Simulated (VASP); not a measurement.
# HfMoC2 (P4/mmm) in VASP: single point with PBE

Aim: the single point of HfMoC2 with PBE.

Everything below comes from runs of VASP 6.6.1. Logs are shortened: lines on timing, memory, paths and dates and some standing lists are left out, and cuts for length are marked.

### 1 The cell of the first run

The structure is tetragonal, space group P4/mmm (No. 123). The conventional cell has a = 3.191 Å, b = 3.191 Å, c = 4.485 Å, α = 90.00°, β = 90.00°, γ = 90.00°. Hf (site symmetry 4/mmm) has 6 C at 2.24 to 2.26 Å within 3.0 Å. Within 3.0 Å of Mo (site symmetry 4/mmm) lie 6 C at 2.24 to 2.26 Å. C (site symmetry 4/mmm) has 2 Hf at 2.24 Å and 4 Mo at 2.26 Å within 3.0 Å. C (site symmetry 4/mmm) has 2 Mo at 2.24 Å and 4 Hf at 2.26 Å within 3.0 Å.

### 2 Single point, PBE

Contents of INCAR:

```
PREC = Accurate
ENCUT = 520
EDIFF = 1E-7
ISMEAR = 0
SIGMA = 0.1
LREAL = F
LASPH = T
NELM = 80
ALGO = Normal
ISIF = 2
LWAVE = F
LCHARG = F
GGA = PE
NBANDS = 24
```

Contents of KPOINTS:

```
Automatic mesh
0
Gamma
  6 6 4
```

Contents of POSCAR:

```
HfMoC2
1.0
    3.1914229400      0.0000000000      0.0000000000
    0.0000000000      3.1914229400      0.0000000000
    0.0000000000      0.0000000000      4.4851641700
Hf Mo C
1 1 2
Direct
    0.0000000000      0.0000000000      0.0000000000
    0.5000000000      0.5000000000      0.5000000000
    0.0000000000      0.0000000000      0.5000000000
    0.5000000000      0.5000000000      0.0000000000
```

Potentials or basis: VASP PAW PBE potentials, release 64 (Hf_pv, Mo_sv, C).

On the command line:

```console
$ cat potpaw_PBE.64/Hf_pv/POTCAR potpaw_PBE.64/Mo_sv/POTCAR potpaw_PBE.64/C/POTCAR > POTCAR
$ mpirun -np 1 vasp_std > vasp.out
```

OUTCAR:

```text
PREC = Accurate
   ENCUT = 520
   EDIFF = 1E-7
   ISMEAR = 0
   LREAL = F
   LASPH = T
   NELM = 80
   ISIF = 2
   GGA = PE

 ion  position               nearest neighbor table
   1  0.000  0.000  0.000-   3 2.24   3 2.24   4 2.26   4 2.26   4 2.26   4 2.26   2 3.18   2 3.18
                             2 3.18   2 3.18   2 3.18   2 3.18   2 3.18   2 3.18
   2  0.500  0.500  0.500-   4 2.24   4 2.24   3 2.26   3 2.26   3 2.26   3 2.26   1 3.18   1 3.18
                             1 3.18   1 3.18   1 3.18   1 3.18   1 3.18   1 3.18
   3  0.000  0.000  0.500-   1 2.24   1 2.24   2 2.26   2 2.26   2 2.26   2 2.26
   4  0.500  0.500  0.000-   2 2.24   2 2.24   1 2.26   1 2.26   1 2.26   1 2.26

  LATTYP: Found a simple tetragonal cell.
 ALAT       =     3.1914229400
 C/A-ratio  =     1.4053806889

  Lattice vectors:

 A1 = (   3.1914229400,   0.0000000000,   0.0000000000)
 A2 = (   0.0000000000,   3.1914229400,   0.0000000000)
 A3 = (   0.0000000000,   0.0000000000,   4.4851641700)

Analysis of symmetry for initial positions (statically):
=====================================================================
 Subroutine PRICEL returns:
 Original cell was already a primitive cell.

 Routine SETGRP: Setting up the symmetry group for a
 simple tetragonal supercell.

 Subroutine GETGRP returns: Found 16 space group operations
 (whereof 16 operations were pure point group operations)
 out of a pool of 16 trial point group operations.

The static configuration has the point symmetry D_4h.

Analysis of symmetry for dynamics (positions and initial velocities):
=====================================================================
 Subroutine PRICEL returns:
 Original cell was already a primitive cell.

 Routine SETGRP: Setting up the symmetry group for a
 simple tetragonal supercell.

 Subroutine GETGRP returns: Found 16 space group operations
 (whereof 16 operations were pure point group operations)
 out of a pool of 16 trial point group operations.

The dynamic configuration has the point symmetry D_4h.

 Subroutine INISYM returns: Found 16 space group operations
 (whereof 16 operations are pure point group operations),
 and found     1 'primitive' translations

----------------------------------------------------------------------------------------

                                     Primitive cell

  volume of cell :      45.6822

  direct lattice vectors                    reciprocal lattice vectors
     3.191422940  0.000000000  0.000000000     0.313339855  0.000000000  0.000000000
     0.000000000  3.191422940  0.000000000     0.000000000  0.313339855  0.000000000
     0.000000000  0.000000000  4.485164170     0.000000000  0.000000000  0.222957279

  length of vectors
     3.191422940  3.191422940  4.485164170     0.313339855  0.313339855  0.222957279

  position of ions in fractional coordinates (direct lattice)
     0.000000000  0.000000000  0.000000000
     0.500000000  0.500000000  0.500000000
     0.000000000  0.000000000  0.500000000
     0.500000000  0.500000000  0.000000000

  ion indices of the primitive-cell ions
   primitive index   ion index
                 1           1
                 2           2
                 3           3
                 4           4

----------------------------------------------------------------------------------------

 KPOINTS: Automatic mesh

Automatic generation of k-mesh.
 Grid dimensions read from file:
 generate k-points for:    6    6    4

 Generating k-lattice:

  Cartesian coordinates                     Fractional coordinates (reciprocal lattice)
     0.052223309  0.000000000  0.000000000     0.166666667  0.000000000  0.000000000
     0.000000000  0.052223309  0.000000000     0.000000000  0.166666667  0.000000000
     0.000000000  0.000000000  0.055739320     0.000000000  0.000000000  0.250000000

  Length of vectors
     0.052223309  0.052223309  0.055739320

  Shift w.r.t. Gamma in fractional coordinates (k-lattice)
     0.000000000  0.000000000  0.000000000

 Subroutine IBZKPT returns following result:
 ===========================================

 Found     30 irreducible k-points:

 Following reciprocal coordinates:
            Coordinates               Weight
  0.000000  0.000000  0.000000      1.000000
  0.166667  0.000000  0.000000      4.000000
  0.333333  0.000000  0.000000      4.000000
  0.500000  0.000000  0.000000      2.000000
  0.166667  0.166667  0.000000      4.000000
  0.333333  0.166667  0.000000      8.000000
[... 16 lines left out ...]
  0.333333  0.000000  0.500000      4.000000
  0.500000  0.000000  0.500000      2.000000
 [... further k-points ...]
   k-points           NKPTS =     30   k-points in BZ     NKDIM =     30   number of bands    NBANDS=     24
   number of dos      NEDOS =    301   number of ions     NIONS =      4
   total plane-waves  NPLWV =  20736
   dimension x,y,z NGX =    24 NGY =   24 NGZ =   36
   dimension x,y,z NGXF=    48 NGYF=   48 NGZF=   72
   ions per type =               1   1   2
   NGX,Y,Z   is equivalent  to a cutoff of  12.50, 12.50, 13.34 a.u.
   NGXF,Y,Z  is equivalent  to a cutoff of  25.00, 25.00, 26.69 a.u.
 SYSTEM =  unknown system
   PREC   = accura    normal or accurate (medium, high low for compatibility)
   ISTART =      0    job   : 0-new  1-cont  2-samecut
   ICHARG =      2    charge: 1-file 2-atom 10-const
   ISPIN  =      1    spin polarized calculation?
   LNONCOLLINEAR =      F non collinear calculations
   LSORBIT =      F    spin-orbit coupling
   LASPH  =      T    aspherical Exc in radial PAW
   ENCUT  =  520.0 eV  38.22 Ry    6.18 a.u.   5.93  5.93  8.34*2*pi/ulx,y,z
   NELM   =     80;   NELMIN=  2; NELMDL= -5     # of ELM steps
   EDIFF  = 0.1E-06   stopping-criterion for ELM
   LREAL  =      F    real-space projection
   EDIFFG = 0.1E-05   stopping-criterion for IOM
   NSW    =      0    number of steps for IOM
   IBRION =     -1    ionic relax: 0-MD 1-quasi-New 2-CG
   NFREE  =      0    steps in history (QN), initial steepest desc. (CG)
   ISIF   =      2    stress and relaxation
   ISYM   =      2    0-nonsym 1-usesym 2-fastsym
   POTIM  = 0.5000    time-step for ionic-motion
   TEBEG  =    0.0;   TEEND  =   0.0 temperature during run
   PSTRESS=    0.0 pullay stress
   NELECT =      32.0000    total number of electrons
   NUPDOWN=      -1.0000    fix difference up-down
   EMIN   =  10.00;   EMAX   =-10.00  energy-range for DOS
   EFERMI =   0.00;   METHOD = LEGACY
   ISMEAR =     0;   SIGMA  =   0.10  broadening in eV -4-tet -1-fermi 0-gaus
   EFERMI_NEDOS =   21; number of points for ismear=-14 and -15
   IALGO  =     38    algorithm
   IMIX   =      4    mixing-type and parameters
     AMIX     =   0.40;   BMIX     =  1.00
     AMIX_MAG =   1.60;   BMIX_MAG =  1.00
  volume/ion in A,a.u.               =      11.42        77.07
  Fermi-wavevector in a.u.,A,eV,Ry     =   1.453927  2.747523 28.761388  2.113902
  Thomas-Fermi vector in A             =   2.571136
   LORBIT       =      0    0 simple, 1 ext, 2 COOP (PROOUT), +10 PAW based schemes
   GGA     = PE    functional components
   LHFCALC =     F    Hartree Fock is set to
   AEXX    =    0.0000 exact exchange contribution
   IVDW    =     0    specifies the selected vdW correction
   LEPSILON=     F    determine dielectric tensor
   LRPA    =     F    only Hartree local field effects (RPA)
 non-spin polarized calculation
 Gauss-broadening in eV      SIGMA  =   0.10
  energy-cutoff  :      520.00
  volume of cell :       45.68
 maximum number of plane-waves:      1272
 NGX is ok and might be reduce to    24
   NGX = 11   NGY = 11   NGZ = 17

 number of electron      32.0000000 magnetization

 Free energy of the ion-electron system (eV)
  ---------------------------------------------------
  ext. energy  EPLUGINS =         0.00000000
  ---------------------------------------------------
  free energy    TOTEN  =       -40.71305416 eV

  energy without entropy =      -40.69994288  energy(sigma->0) =      -40.70649852

 E-fermi :   9.4151     XC(G=0): -12.9097

 val. band max:        9.3941268817   @ k =   0.3333   0.0000   0.2500
 cond. band min:       9.4626296487   @ k =   0.0000   0.0000   0.0000
 fundamental gap:      0.0685027670
 Fermi energy:         9.4150869344

 k-point     1 :       0.0000    0.0000    0.0000
  band No.  band energies     occupation
      1     -52.6280      2.00000
      2     -26.6779      2.00000
      3     -26.6223      2.00000
      4     -26.6223      2.00000
      5     -20.9713      2.00000
      6     -20.6710      2.00000
[... 16 lines left out ...]
     23      13.9889      0.00000
     24      13.9889      0.00000

 k-point     2 :       0.1667    0.0000    0.0000
  band No.  band energies     occupation
      1     -52.6235      2.00000
      2     -26.6852      2.00000
      3     -26.6693      2.00000
      4     -26.6141      2.00000
      5     -20.9644      2.00000
      6     -20.8036      2.00000
[... 16 lines left out ...]
     23      13.9436      0.00000
     24      15.5776      0.00000

 k-point     3 :       0.3333    0.0000    0.0000
  band No.  band energies     occupation
      1     -52.6146      2.00000
      2     -26.8091      2.00000
      3     -26.6522      2.00000
      4     -26.5976      2.00000
      5     -21.0586      2.00000
      6     -20.9504      2.00000
[... 16 lines left out ...]
     23      14.8335      0.00000
     24      16.2870      0.00000

 k-point     4 :       0.5000    0.0000    0.0000
  band No.  band energies     occupation
      1     -52.6102      2.00000
      2     -26.8701      2.00000
      3     -26.6436      2.00000
      4     -26.5893      2.00000
      5     -21.1813      2.00000
      6     -20.9434      2.00000
[... 16 lines left out ...]
     23      16.0062      0.00000
     24      16.4209      0.00000

 k-point     5 :       0.1667    0.1667    0.0000
  band No.  band energies     occupation
      1     -52.6191      2.00000
      2     -26.6781      2.00000
      3     -26.6755      2.00000
      4     -26.6615      2.00000
      5     -20.9561      2.00000
      6     -20.7951      2.00000
[... 16 lines left out ...]
     23      13.7074      0.00000
     24      15.6890      0.00000

 k-point     6 :       0.3333    0.1667    0.0000
  band No.  band energies     occupation
      1     -52.6102      2.00000
      2     -26.8002      2.00000
      3     -26.6598      2.00000
      4     -26.6457      2.00000
      5     -21.0348      2.00000
      6     -20.9394      2.00000
[... 16 lines left out ...]
     23      13.9511      0.00000
     24      16.3898      0.00000
[... 379 lines left out ...]
 k-point    21 :       0.0000    0.0000    0.5000
  band No.  band energies     occupation
      1     -52.6280      2.00000
      2     -26.6737      2.00000
      3     -26.6205      2.00000
      4     -26.6205      2.00000
      5     -21.0184      2.00000
      6     -20.6738      2.00000
[... 16 lines left out ...]
     23      14.4056      0.00000
     24      14.4056      0.00000

 k-point    22 :       0.1667    0.0000    0.5000
  band No.  band energies     occupation
      1     -52.6236      2.00000
      2     -26.6861      2.00000
      3     -26.6697      2.00000
      4     -26.6126      2.00000
      5     -20.9986      2.00000
      6     -20.7989      2.00000
[... 16 lines left out ...]
     23      14.8134      0.00000
     24      15.5103      0.00000

 k-point    23 :       0.3333    0.0000    0.5000
  band No.  band energies     occupation
      1     -52.6146      2.00000
      2     -26.8149      2.00000
      3     -26.6621      2.00000
      4     -26.5967      2.00000
      5     -21.0396      2.00000
      6     -20.9596      2.00000
[... 16 lines left out ...]
     23      15.9241      0.00000
     24      17.2808      0.00000

 k-point    24 :       0.5000    0.0000    0.5000
  band No.  band energies     occupation
      1     -52.6101      2.00000
      2     -26.8782      2.00000
      3     -26.6584      2.00000
      4     -26.5888      2.00000
      5     -21.1556      2.00000
      6     -20.9403      2.00000
[... 16 lines left out ...]
     23      15.5531      0.00000
     24      16.9144      0.00000

 [... further k-points ...]

------------------------ aborting loop because EDIFF is reached ----------------------------------------

  FORCE on cell =-STRESS in cart. coord.  units (eV):
  Direction    XX          YY          ZZ          XY          YZ          ZX
  --------------------------------------------------------------------------------------
  -------------------------------------------------------------------------------------
  Total       -0.6115507     -0.6115507      0.7408410      0.0000000      0.0000000      0.0000000
  in kB      -21.4484524    -21.4484524     25.9829543      0.0000000      0.0000000      0.0000000
  external PRESSURE =      -5.6379835 kB  Pullay stress =       0.0000000 kB

 VOLUME and BASIS-vectors are now :
 -----------------------------------------------------------------------------
  energy-cutoff  :      520.00
  volume of cell :       45.68
      direct lattice vectors                 reciprocal lattice vectors
     3.191422940  0.000000000  0.000000000     0.313339855  0.000000000  0.000000000
     0.000000000  3.191422940  0.000000000     0.000000000  0.313339855  0.000000000
     0.000000000  0.000000000  4.485164170     0.000000000  0.000000000  0.222957279

 POSITION                                       TOTAL-FORCE (eV/Angst)
 -----------------------------------------------------------------------------------
      0.00000      0.00000      0.00000         0.000000      0.000000      0.000000
      1.59571      1.59571      2.24258         0.000000      0.000000      0.000000
      0.00000      0.00000      2.24258         0.000000      0.000000      0.000000
      1.59571      1.59571      0.00000         0.000000      0.000000      0.000000
 -----------------------------------------------------------------------------------
    total drift:                                0.000000     -0.000000     -0.000000

  FREE ENERGIE OF THE ION-ELECTRON SYSTEM (eV)
  ---------------------------------------------------
  free  energy   TOTEN  =       -40.7130541589 eV

  energy  without entropy=      -40.6999428815  energy(sigma->0) =      -40.70649852
```

Run time: 15 s. Hardware: 1 thread of Intel Xeon 6975P-C (Granite Rapids), shared host; peak memory 0.17 GiB.

What came out:

* Free energy: -40.7131 eV
* Pressure: -0.6 GPa
* Band gap on the k mesh: zero (band 16 reaches 10.54 eV, above the bottom of band 17 at 8.03 eV)

Stress tensor (GPa, compression positive):
```
-2.14  0.00  0.00
 0.00 -2.14  0.00
 0.00  0.00  2.60
```

Caveat: spin-orbit coupling is left out, which moves the levels of the heavy elements.
